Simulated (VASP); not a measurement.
Here is a VASP 6.6.1 calculation.

File INCAR:

```
SYSTEM = InSb3
PREC     = Accurate       ! precision mode
ENCUT    = 520            ! plane-wave cutoff, eV
EDIFF    = 1E-6           ! SCF threshold, eV
ISMEAR   = 0              ! smearing method
SIGMA    = 0.15           ! smearing width, eV
LREAL    = .FALSE.        ! projectors in reciprocal space
LASPH    = .TRUE.         ! aspherical terms in the spheres
NELM     = 60             ! most SCF steps
ALGO     = Normal         ! electronic algorithm
ISIF     = 2              ! what is computed and relaxed
LWAVE    = .FALSE.        ! write WAVECAR
LCHARG   = .FALSE.        ! write CHGCAR
GGA      = PE             ! functional
NBANDS   = 22             ! bands
```

File KPOINTS:

```
Automatic mesh
0
G
  8 8 8
  0 0 0
```

Contents of POSCAR:

```
InSb3
1.0
    4.7175854470      0.1684851945      0.1684851945
    0.1684851945      4.7175854470      0.1684851945
    0.1684851945      0.1684851945      4.7175854470
In Sb
1 3
Direct
    0.0000000000      0.0000000000      0.0000000000
    0.5000000000      0.0000000000      0.5000000000
    0.0000000000      0.5000000000      0.5000000000
    0.5000000000      0.5000000000      0.0000000000
```

Potentials or basis: VASP PAW PBE potentials, release 64 (In_d, Sb).

Run with:

```sh
$ cat potpaw_PBE.64/In_d/POTCAR potpaw_PBE.64/Sb/POTCAR > POTCAR
$ mpirun -np 1 vasp_std > vasp.out
```

Q: Predict the pressure.

A: 4.3 GPa.

Q: What does it give for the band gap on the k mesh?

A: Zero (bands 14 and 15 overlap by 4.08 eV).

Stress tensor (GPa, compression positive):
```
 4.33 -1.57 -1.57
-1.57  4.33 -1.57
-1.57 -1.57  4.33
```

Caveat: the cell stands under pressure; spin-orbit coupling is left out, which moves the levels of the heavy elements.
